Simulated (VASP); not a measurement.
Write the native input for VASP 6.6.1 that does the following.

* Task: single point
* Functional: PBEsol
* Potentials or basis: VASP PAW PBE potentials, release 64 (Mo_sv)
* Cutoff: 520 eV
* k mesh: 24 × 24 × 24
* Occupations: fermi-dirac, width 0.1 eV
* Spin: no spin polarisation
* Dipole correction: no
* Further INCAR settings: ALGO = Normal; EDIFF = 1e-06; NBANDS = 13

The structure of Mo lies in POSCAR:

```
Mo
1.0
   -1.5613509771      1.5613509771      1.5613509771
    1.5613509771     -1.5613509771      1.5613509771
    1.5613509771      1.5613509771     -1.5613509771
Mo
1
Direct
    0.0000000000      0.0000000000      0.0000000000
```

The input as run:

INCAR

```
ALGO = Normal
EDIFF = 1E-6
ENCUT = 520
GGA = PS
ISIF = 2
ISMEAR = -1
LASPH = True
LCHARG = False
LREAL = False
LWAVE = False
NBANDS = 13
NELM = 60
PREC = Accurate
SIGMA = 0.1
```

KPOINTS

```
k-points
0
Gamma
  24 24 24
```

Potentials or basis: VASP PAW PBE potentials, release 64 (Mo_sv).

Launch:

```console
$ cat potpaw_PBE.64/Mo_sv/POTCAR > POTCAR
$ mpirun -np 1 vasp_std > vasp.out
```

It gave:

| Item | Value |
| --- | --- |
| Pressure | 2.5 GPa |
| Band gap on the k mesh | zero (band 7 reaches 17.06 eV, above the bottom of band 8 at 11.47 eV) |

Caveat: the PAW data sets were made with another functional, which shifts forces and pressure a little.

Run time: 36 s on 1 thread of Intel(R) Xeon(R) Platinum 8488C (Sapphire Rapids) (shared host), peak memory 0.18 GiB.
